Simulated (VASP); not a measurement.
# BaTiO3 in VASP: a series of runs, part 2 of 3

VASP 6.6.1. The steps go on from the part before.

### 3 Electric field gradients, LDA (12.07 Å³/atom)

This run uses another cell than the first one, of 12.07 Å³/atom.

INCAR reads:

```
PREC = Accurate
ENCUT = 520
EDIFF = 1E-8
ISMEAR = -1
SIGMA = 0.05
LREAL = False
LASPH = True
NELM = 80
ALGO = Normal
ISIF = 2
LWAVE = False
LCHARG = False
GGA = CA
LEFG = True
NBANDS = 28
```

KPOINTS reads:

```
Automatic mesh
0
Gamma
  9 9 9
```

POSCAR reads:

```
BaTiO3
1.0
    2.7699444471      1.5992281722      2.2704176869
   -2.7699444471      1.5992281722      2.2704176869
    0.0000000000     -3.1984563444      2.2704176869
Ba Ti O
1 1 3
Direct
    0.0000000000      0.0000000000      0.0000000000
    0.5140000000      0.5140000000      0.5140000000
    0.4916000000      0.4916000000      0.9815000000
    0.4916000000      0.9815000000      0.4916000000
    0.9815000000      0.4916000000      0.4916000000
```

Potentials or basis: VASP PAW LDA potentials, release 64 (Ba_sv, Ti_sv, O).

On the command line:

```
> cat potpaw_LDA.64/Ba_sv/POTCAR potpaw_LDA.64/Ti_sv/POTCAR potpaw_LDA.64/O/POTCAR > POTCAR
> mpirun -np 1 vasp_std > vasp.out
```

OUTCAR:

```text
PREC = Accurate
   ENCUT = 520
   EDIFF = 1E-8
   ISMEAR = -1
   LREAL = False
   LASPH = True
   NELM = 80
   ISIF = 2
   GGA = CA

 ion  position               nearest neighbor table
   1  0.000  0.000  0.000-   4 2.73   5 2.73   3 2.73   3 2.77   3 2.77   4 2.77   5 2.77   5 2.77
                             4 2.77   5 2.82   4 2.82   3 2.82   2 3.31   2 3.36   2 3.36   2 3.36
   2  0.514  0.514  0.514-   4 1.84   5 1.84   3 1.84   4 2.09   5 2.09   3 2.09   1 3.31   1 3.36
                             1 3.36   1 3.36   1 3.43   1 3.43   1 3.43   1 3.50
   3  0.492  0.492  0.981-   2 1.84   2 2.09   1 2.73   1 2.77   1 2.77   1 2.82
   4  0.492  0.981  0.492-   2 1.84   2 2.09   1 2.73   1 2.77   1 2.77   1 2.82
   5  0.981  0.492  0.492-   2 1.84   2 2.09   1 2.73   1 2.77   1 2.77   1 2.82

  LATTYP: Found a trigonal (rhomboedric) cell.
 ALAT       =     3.9223614647
 COS(alpha) =     0.0025827226

  Lattice vectors:

 A1 = (   2.7699444471,   1.5992281722,   2.2704176869)
 A2 = (  -2.7699444471,   1.5992281722,   2.2704176869)
 A3 = (   0.0000000000,  -3.1984563444,   2.2704176869)

Analysis of symmetry for initial positions (statically):
=====================================================================
 Subroutine PRICEL returns:
 Original cell was already a primitive cell.

 Routine SETGRP: Setting up the symmetry group for a
 trigonal (rhombohedral) supercell.

 Subroutine GETGRP returns: Found  6 space group operations
 (whereof  6 operations were pure point group operations)
 out of a pool of 12 trial point group operations.

The static configuration has the point symmetry C_3v.

Analysis of symmetry for dynamics (positions and initial velocities):
=====================================================================
[... 923 lines left out ...]
  Total        3.1998396      3.1998396      2.8253431      0.0000000     -0.0000000      0.0000000
  in kB       84.9572199     84.9572199     75.0141628      0.0000000     -0.0000000      0.0000000
  external PRESSURE =      81.6428676 kB  Pullay stress =       0.0000000 kB

 VOLUME and BASIS-vectors are now :
 -----------------------------------------------------------------------------
  energy-cutoff  :      520.00
  volume of cell :       60.34
      direct lattice vectors                 reciprocal lattice vectors
     2.769944447  1.599228172  2.270417687     0.180509035  0.104216940  0.146815864
    -2.769944447  1.599228172  2.270417687    -0.180509035  0.104216940  0.146815864
     0.000000000 -3.198456344  2.270417687     0.000000000 -0.208433880  0.146815864

 POSITION                                       TOTAL-FORCE (eV/Angst)
 -----------------------------------------------------------------------------------
      0.00000      0.00000      0.00000        -0.000000     -0.000000      0.077285
      0.00000      0.00000      3.50098        -0.000000      0.000000     -0.717614
      0.00000     -1.56692      4.46069        -0.000000     -0.545163      0.213443
     -1.35700      0.78346      4.46069        -0.472125      0.272582      0.213443
      1.35700      0.78346      4.46069         0.472125      0.272582      0.213443
 -----------------------------------------------------------------------------------
    total drift:                               -0.000000      0.000002     -0.000052

  FREE ENERGIE OF THE ION-ELECTRON SYSTEM (eV)
  ---------------------------------------------------
  free  energy   TOTEN  =       -44.0918595476 eV

  energy  without entropy=      -44.0918595475  energy(sigma->0) =      -44.09185955

 Electric field gradients (V/A^2)
---------------------------------------------------------------------
 ion       V_xx      V_yy      V_zz      V_xy      V_xz      V_yz
---------------------------------------------------------------------
   1      -1.848    -1.848     3.696     0.000    -0.000    -0.000
   2      -5.820    -5.820    11.641    -0.000    -0.000     0.000
   3      -6.411     4.161     2.250    -0.000    -0.000    -9.165
   4       1.518    -3.768     2.250    -4.578    -7.937     4.582
   5       1.518    -3.768     2.250     4.578     7.937     4.582
---------------------------------------------------------------------

 Electric field gradients after diagonalization (V/A^2)
 (convention: |V_zz| > |V_xx| > |V_yy|)
----------------------------------------------------------------------
 ion       V_xx      V_yy      V_zz     asymmetry (V_yy - V_xx)/ V_zz
----------------------------------------------------------------------
   1      -1.848    -1.848     3.696       0.000
   2      -5.820    -5.820    11.641       0.000
   3      -6.411    -6.009    12.420       0.032
   4      -6.411    -6.009    12.420       0.032
   5      -6.411    -6.009    12.420       0.032
----------------------------------------------------------------------

           NMR quadrupolar parameters

 Cq : quadrupolar parameter    Cq=e*Q*V_zz/h
 eta: asymmetry parameters     (V_yy - V_xx)/ V_zz
 Q  : nuclear electric quadrupole moment in mb (millibarn)
----------------------------------------------------------------------
 ion       Cq(MHz)       eta       Q (mb)
----------------------------------------------------------------------
   1       0.009       0.000       1.000
   2       0.028       0.000       1.000
   3       0.030       0.032       1.000
   4       0.030       0.032       1.000
   5       0.030       0.032       1.000
----------------------------------------------------------------------
```

OSZICAR:

```text
N       E                     dE             d eps       ncg     rms          rms(c)
DAV:   1     0.434324951839E+03    0.43432E+03   -0.21144E+04  4760   0.157E+03
DAV:   2    -0.704689968529E+01   -0.44137E+03   -0.42033E+03  5280   0.433E+02
DAV:   3    -0.519521910713E+02   -0.44905E+02   -0.44447E+02  6544   0.135E+02
DAV:   4    -0.541107105132E+02   -0.21585E+01   -0.21542E+01  7172   0.256E+01
DAV:   5    -0.541589705288E+02   -0.48260E-01   -0.48252E-01  6296   0.329E+00    0.252E+01
DAV:   6    -0.443118578470E+02    0.98471E+01   -0.53237E+01  7104   0.703E+01    0.104E+01
DAV:   7    -0.442537288103E+02    0.58129E-01   -0.96742E+00  6492   0.237E+01    0.788E+00
DAV:   8    -0.440890719762E+02    0.16466E+00   -0.78720E-01  5808   0.885E+00    0.292E+00
DAV:   9    -0.441074838381E+02   -0.18412E-01   -0.20191E-01  6528   0.289E+00    0.119E+00
DAV:  10    -0.440926336489E+02    0.14850E-01   -0.10223E-01  5712   0.343E+00    0.277E-01
DAV:  11    -0.440918268139E+02    0.80684E-03   -0.45201E-03  5760   0.642E-01    0.752E-02
DAV:  12    -0.440919101557E+02   -0.83342E-04   -0.43032E-04  6148   0.171E-01    0.678E-02
DAV:  13    -0.440918602264E+02    0.49929E-04   -0.24805E-04  5884   0.171E-01    0.182E-02
DAV:  14    -0.440918596402E+02    0.58617E-06   -0.14647E-05  5868   0.339E-02    0.430E-03
DAV:  15    -0.440918597130E+02   -0.72803E-07   -0.20045E-06  6972   0.131E-02    0.381E-03
DAV:  16    -0.440918595610E+02    0.15201E-06   -0.95452E-07  6480   0.105E-02    0.106E-03
DAV:  17    -0.440918595485E+02    0.12509E-07   -0.10072E-07  5716   0.345E-03    0.445E-04
DAV:  18    -0.440918595476E+02    0.88858E-09   -0.70970E-09  3576   0.891E-04
   1 F= -.44091860E+02 E0= -.44091860E+02  d E =-.710320E-10
```

stdout:

```text
POSCAR found type information on POSCAR BaTiO
 POSCAR found :  3 types and       5 ions
 scaLAPACK will be used
 LDA part: xc-table for (Slater(with rela. corr.)+CA(PZ))
 , standard interpolation
 POSCAR, INCAR and KPOINTS ok, starting setup
 FFT: planning ... GRIDC
 FFT: planning ... GRID_SOFT
 FFT: planning ... GRID
 WAVECAR not read
 entering main loop
ion   1

ion   2

ion   3

ion   4
     0.0000293    -0.0338541    -0.3216495    -0.7301379     0.5571133     0.0195457
     0.0000403    -0.0338541    -0.3216495    -0.7301378     0.5571133     0.0195457
     0.0000555    -0.0338541    -0.3216495    -0.7301378     0.5571132     0.0195457
     0.0000765    -0.0338541    -0.3216495    -0.7301378     0.5571132     0.0195457

     0.0000293     2.2482546    -2.7547995    -1.9900041     4.7714526    -1.2980304
     0.0000403     2.2482540    -2.7547988    -1.9900038     4.7714516    -1.2980301
     0.0000555     2.2482530    -2.7547978    -1.9900032     4.7714498    -1.2980295
     0.0000765     2.2482514    -2.7547961    -1.9900023     4.7714467    -1.2980286

ion   5
     0.0000293     0.0338541    -0.3216495    -0.7301379    -0.5571133     0.0195457
     0.0000403     0.0338541    -0.3216495    -0.7301378    -0.5571133     0.0195457
     0.0000555     0.0338541    -0.3216495    -0.7301378    -0.5571132     0.0195457
     0.0000765     0.0338541    -0.3216495    -0.7301378    -0.5571132     0.0195457

     0.0000293    -2.2482546    -2.7547995    -1.9900041    -4.7714526    -1.2980304
     0.0000403    -2.2482540    -2.7547988    -1.9900038    -4.7714516    -1.2980301
     0.0000555    -2.2482530    -2.7547978    -1.9900032    -4.7714498    -1.2980295
     0.0000765    -2.2482514    -2.7547961    -1.9900023    -4.7714467    -1.2980286
```

Run time: 90 s. Hardware: 1 thread of Intel Xeon Platinum 8559C (Emerald Rapids), shared host; peak memory 0.25 GiB.

What came out:

```
Free energy                             : -44.0919 eV
Pressure                                : 8.2 GPa
Largest force                           : 0.718 eV/Å
Band gap on the k mesh                  : 2.45 eV (least direct gap 2.74 eV)
Largest electric field gradient by atom : Ba +3.7; Ti +11.6; O +12.4 V/Å²
```

Forces on the atoms (eV/Å):
```
Ba   0.000  0.000  0.077
Ti   0.000  0.000 -0.718
O    0.000 -0.545  0.213
O   -0.472  0.273  0.213
O    0.472  0.273  0.213
```

Electric field gradients, principal values (V/Å²):
| atom | least | middle | greatest (by size) |
| --- | --- | --- | --- |
| 1 Ba | -1.848 | -1.848 | 3.696 |
| 2 Ti | -5.820 | -5.820 | 11.641 |
| 3 O | -6.009 | -6.411 | 12.420 |
| 4 O | -6.009 | -6.411 | 12.420 |
| 5 O | -6.009 | -6.411 | 12.420 |

Caveat: the cell stands under pressure; without QUAD_EFG the Cq values of the log hold for a quadrupole moment of 1 mb, not for the nuclei; spin-orbit coupling is left out, which moves the levels of the heavy elements. A k mesh can miss the band edges.

(Continued in part 3 of 3.)
